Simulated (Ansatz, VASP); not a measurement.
**One calculation of Mn, two programs**

```
Mn
1.0
    -1.37787    1.37787    1.37787
     1.37787   -1.37787    1.37787
     1.37787    1.37787   -1.37787
Mn
1
Direct
  0.00000 0.00000 0.00000
```

Alike in both runs: functional PBEsol; k mesh 22 × 22 × 22; occupations gaussian, width 0.1 eV; collinear spin.

Ansatz relaxed the structure, and its values are those at the end. VASP's run is a single point on that final structure, the one shown.

|  | VASP | Ansatz |
| --- | --- | --- |
| version | VASP 6.6.1 | Ansatz 0.2.0 |
| potentials or method | VASP PAW PBE potentials, release 64 (Mn_pv), cutoff 520 eV | scalar-relativistic, plane waves, PAW |
| valence electrons in the cell | 13 | 15 |

```tsv
	VASP	Ansatz	Ansatz less VASP
gap on the k mesh at the Fermi level (eV)	none	none	-
pressure (GPa)	0.1	0.0	-0.12
net moment per atom (μB)	0.64	0.63	-0.018
size of the moment on the site where the two differ most (μB)	0.64	0.62	-0.023
```

VASP's potentials were made for PBE, not for PBEsol. Site moments also hang on the region over which each program counts them. A gap of «none» marks a metal or a gap that the smearing closes. With one functional, cell and mesh, what is left measures potentials, basis and numerics. VASP's potentials hold 13 valence electrons a cell and Ansatz's 15, so a difference there can come from the potentials and not from the codes.
